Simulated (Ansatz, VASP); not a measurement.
# LiLaCdAs2: VASP beside Ansatz

File INCAR:

```
SYSTEM = LiLaCdAs2
PREC = Accurate
ENCUT = 600
EDIFF = 1E-6
ISMEAR = 0
SIGMA = 0.2
LREAL = .False.
LASPH = .True.
NELM = 60
ALGO = Normal
ISIF = 3
LWAVE = .False.
LCHARG = .False.
GGA = PE
IBRION = 2
NSW = 36
EDIFFG = -0.08
```

File KPOINTS:

```
Automatic mesh
0
Gamma
  4 4 3
  0 0 0
```

Contents of POSCAR:

```
LiLaCdAs2
1.0
    4.1522359900      0.0000000000      0.0000000000
    0.0000000000      4.7017342200      0.0000000000
    0.0000000000      0.0000000000      6.8375494100
Li La Cd As
1 1 1 2
Direct
    0.0000000000      0.0000000000      0.0000000000
    0.5000000000      0.5000000000      0.0000000000
    0.5000000000      0.0000000000      0.5000000000
    0.5000000000      0.0000000000      0.2033115600
    0.5000000000      0.0000000000      0.7966884400
```

Input for Ansatz:

```yaml
crystal:
  lattice:
    - [4.15223599, 0.0, 0.0]
    - [0.0, 4.70173422, 0.0]
    - [0.0, 0.0, 6.83754941]
  atoms:
    - { symbol: Li, position: [0.0, 0.0, 0.0] }
    - { symbol: La, position: [0.5, 0.5, 0.0] }
    - { symbol: Cd, position: [0.5, 0.0, 0.5] }
    - { symbol: As, position: [0.5, 0.0, 0.20331156] }
    - { symbol: As, position: [0.5, 0.0, 0.79668844] }
basis:
  ecutwfc: 420
kpoints:
  mp_grid: { grid: [4, 4, 3] }
hamiltonian:
  xc: pbe
scf:
  occupations: { method: gaussian, width: 0.2 }
  lower_state_search: "off"
output:
  forces: true
  stress: true
  eigenvalues: true
relax:
  adjacent_minimum: "off"
  f_tol: 0.08
  max_steps: 16
  cell: { stress_tol: 0.8 }
```

Alike in both runs: task relaxation of cell and atoms; functional PBE; k mesh 4 × 4 × 3; occupations gaussian, width 0.2 eV; no spin polarisation.

```csv
,VASP,Ansatz
version,VASP 6.6.1,Ansatz 0.2.0
potentials or method,"VASP PAW PBE potentials, release 64 (Li_sv, La, Cd, As), cutoff 600 eV","scalar-relativistic, plane waves, PAW"
valence electrons in the cell,36,64
```

Ansatz gave:

| Quantity | Value |
| --- | --- |
| gap on the k mesh at the Fermi level, each at its own relaxed structure (eV) | 0.24 |
| relaxed volume (Å³/atom) | 36.13 |
| relaxed cell length with the largest relative difference (Å) | 4.225 |

Q: Estimate VASP's values.

A: gap on the k mesh at the Fermi level, each at its own relaxed structure (eV): 0.24; relaxed volume (Å³/atom): 36.53; relaxed cell length with the largest relative difference (Å): 4.268.

VASP's potentials hold 36 valence electrons a cell and Ansatz's 64, so a difference there can come from the potentials and not from the codes.

Spin-orbit coupling is off throughout. Noted on VASP's run: the cutoff is short for stress, so the pressure is rough; the volume moved by over 15 % at a fixed basis, so the end points are rough.
